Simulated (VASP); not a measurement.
Wanted: the native input for a VASP 6.6.1 run.

```
Task                   : single point
Functional             : PBE
Potentials or basis    : VASP PAW PBE potentials, release 64 (Si)
Cutoff                 : 500 eV
k mesh                 : 1 × 1 × 1
Occupations            : gaussian, width 0.01 eV
Spin                   : no spin polarisation
Dipole correction      : no
Further INCAR settings : ALGO = Normal; EDIFF = 1e-06; NBANDS = 26
```

The structure of Si lies in POSCAR:

```
Si
1.0
    5.4310000000      0.0000000000      0.0000000000
    0.0000000000      5.4310000000      0.0000000000
    0.0000000000      0.0000000000      5.4310000000
Si
8
Direct
    0.0098210000     -0.0001650000     -0.0000370000
   -0.0001570000      0.4901600000      0.4998150000
    0.5000140000     -0.0000670000      0.5151410000
    0.4998640000      0.4999350000     -0.0000660000
    0.2498980000      0.2598010000      0.2499750000
    0.2498350000      0.7500390000      0.7398280000
    0.7599260000      0.2499790000      0.7501620000
    0.7498370000      0.7498570000      0.2501160000
```

One way to write it, as run:

INCAR

```
ALGO = Normal
EDIFF = 1E-6
ENCUT = 500
GGA = PE
GGA_COMPAT = False
ISIF = 2
ISMEAR = 0
LASPH = True
LCHARG = False
LREAL = False
LWAVE = False
NBANDS = 26
NELM = 120
PREC = Accurate
SIGMA = 0.01
```

KPOINTS

```
k-points
0
Gamma
  1 1 1
```

Potentials or basis: VASP PAW PBE potentials, release 64 (Si).

Run with:

```console
$ cat potpaw_PBE.64/Si/POTCAR > POTCAR
$ mpirun -np 1 vasp_gam > vasp.out
```

It gave:

| Property | Result |
| --- | --- |
| Pressure | 10.8 GPa |
| Largest force | 1.198 eV/Å |
| Band gap on the k mesh | 0.27 eV |

Caveat: the k points lie up to 1.16 Å⁻¹ apart; forces of over 1 eV/Å act on the atoms, so gaps and moduli don't describe the material at rest.

Wall time 13 s on 1 thread of Intel Xeon 8259CL, on a shared host, peak memory 0.21 GiB.
